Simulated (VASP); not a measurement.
Write the native input for VASP 6.6.1 that does the following.

* Task: single point
* Functional: PBE
* Potentials or basis: VASP PAW PBE potentials, release 64 (Sb)
* Cutoff: 520 eV
* k mesh: 10 × 10 × 10
* Occupations: gaussian, width 0.1 eV
* Spin: no spin polarisation
* Dipole correction: no
* Further INCAR settings: ALGO = Normal; EDIFF = 1e-06; NBANDS = 18

The structure of Sb lies in POSCAR:

```
Sb
1.0
    3.1072072793     -4.3969717825      0.0000000000
    3.1072072793      4.3969717825      0.0000000000
    0.0000000000      0.0000000000      4.3982694066
Sb
4
Direct
    0.1249998112      0.8750001888      0.2499992334
    0.6249998112      0.3750001888      0.2500007666
    0.8750001888      0.1249998112      0.7500007666
    0.3750001888      0.6249998112      0.7499992334
```

This isn't the form of Sb at room conditions, which is rhombohedral.

One way to write it, as run:

INCAR

```
ALGO = Normal
EDIFF = 1E-6
ENCUT = 520
GGA = PE
ISIF = 2
ISMEAR = 0
LASPH = T
LCHARG = F
LREAL = F
LWAVE = F
NBANDS = 18
NELM = 60
PREC = Accurate
SIGMA = 0.1
```

KPOINTS

```
k-points
0
Gamma
  10 10 10
```

Potentials or basis: VASP PAW PBE potentials, release 64 (Sb).

Launch:

```console
$ cat potpaw_PBE.64/Sb/POTCAR > POTCAR
$ mpirun -np 1 vasp_std > vasp.out
```

It gave:

The pressure is 0.0 GPa and the band gap on the k mesh is zero (bands 10 and 11 overlap by 1.98 eV).

Caveat: spin-orbit coupling is left out, which moves the levels of the heavy elements.

Run time: 6.6 min on 1 thread of AMD EPYC 7R13 (shared host), peak memory 0.41 GiB.
